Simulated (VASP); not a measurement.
Runs of VASP 6.6.1 on NaH. The structure is that of space group F-43m (No. 216), or close to it. The cells are those of the table. 

```tsv
level	cell	k mesh	smearing	grid for exact exchange (PRECFOCK)	share of exact exchange	screening parameter	gap on the mesh (eV)	pressure (GPa)
r2SCAN	a = 3.770 Å, angles 60.0°, 2 atoms	8 × 8 × 8	gaussian 0.01 eV	-	-	-	(b)	(a)
r2SCAN	a = 3.599, b = 3.599, c = 3.523 Å, angles 60.7, 60.7, 58.6°, 2 atoms	8 × 8 × 8	gaussian 0.01 eV	-	-	-	(c)	1.6
PBE	a = 3.599, b = 3.599, c = 3.523 Å, angles 60.7, 60.7, 58.6°, 2 atoms	8 × 8 × 8	fermi-dirac 0.02 eV	-	-	-	3.63	2.0
PBE	a = 3.770 Å, angles 60.0°, 2 atoms	8 × 8 × 8	fermi-dirac 0.02 eV	-	-	-	3.55	-1.0
HSE06	a = 3.770 Å, angles 60.0°, 2 atoms	6 × 6 × 6	gaussian 0.01 eV	Normal	0.25	0.2079 1/Å	4.55	-1.2
```

Alike in all rows: task single point; potentials or basis VASP PAW PBE potentials, release 64 (Na_pv, H); no spin polarisation; cutoff (eV) 520.

Task: Fill in the values left out.

Result: (a) -1.3; (b) 3.98; (c) 4.08.

Caveats: the structure was generated, so it needn't be the stable form of NaH; the PAW data sets were made with another functional, which shifts forces and pressure a little (at least some runs).

A k mesh can miss the band edges.
